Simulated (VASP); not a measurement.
Sc3H2:

```xyz
5
Lattice="3.7046 0.0000 0.0000 -1.8523 3.2083 0.0000 0.0000 0.0000 5.7638" Properties=species:S:1:pos:R:3 pbc="T T T"
Sc    0.0000    0.0000    0.0000
Sc    0.0000    2.1389    3.7177
Sc    1.8523    1.0694    2.0462
H     0.0000    2.1389    1.4121
H     1.8523    1.0694    4.3517
```

| Item | Value |
| --- | --- |
| Program | VASP 6.6.1 |
| Task | relaxation of cell and atoms |
| Functional | PBE |
| Potentials or basis | VASP PAW PBE potentials, release 64 (Sc_sv, H) |
| Cutoff | 600 eV |
| k mesh | 6 × 6 × 4 |
| Occupations | gaussian, width 0.1 eV |
| Spin | no spin polarisation |

At the start: pressure 6.4 GPa; volume 13.70 Å³/atom.

**Question.** Where does the relaxation end?

**Answer.** Over 24 steps the energy falls by 474.1 meV/atom and the volume is 14.36 Å³/atom (+4.8 %); space group P-3m1 (No. 164, to 0.05 Å).

The path:
```csv
step,energy change (eV),largest force (eV/Å),pressure (GPa),volume (Å³)
1,0.0000,0.7805,6.38,68.51
2,-0.4925,0.6084,0.84,73.96
3,-0.9111,0.0282,-8.04,89.01
4,-1.2158,0.1356,-7.83,88.90
5,-1.5875,0.4536,-4.92,87.10
6,-1.5923,0.3771,-5.99,87.72
7,-1.7448,0.4563,-3.89,83.24
8,-1.8470,0.5396,0.10,77.07
9,-1.8486,0.5480,0.88,76.07
10,-1.8905,0.5150,0.83,75.69
11,-1.9611,0.4751,0.82,74.58
12,-1.9658,0.4601,0.87,74.21
13,-2.0195,0.4240,-0.21,74.99
14,-2.0920,0.3750,-2.61,76.81
15,-2.1378,0.3293,-2.01,75.74
16,-2.2379,0.3452,0.12,72.59
17,-2.1899,0.5000,6.73,66.54
18,-2.2652,0.3243,2.03,70.45
19,-2.3112,0.2381,1.82,70.37
20,-2.3476,0.3215,1.95,70.20
21,-2.3659,0.1612,-0.07,71.99
22,-2.3663,0.1341,-0.44,72.33
23,-2.3690,0.0817,-0.27,72.10
24,-2.3707,0.0342,-0.03,71.78
```

Final structure:
```xyz
5
Lattice="3.2406 0.0000 0.0000 -1.6203 2.8064 0.0000 0.0000 0.0000 7.8931" Properties=species:S:1:pos:R:3 pbc="T T T"
Sc    0.0000    0.0000    0.0000
Sc    0.0000    1.8709    5.2797
Sc    1.6203    0.9355    2.6135
H     0.0000    1.8709    1.2731
H     1.6203    0.9355    6.6200
```
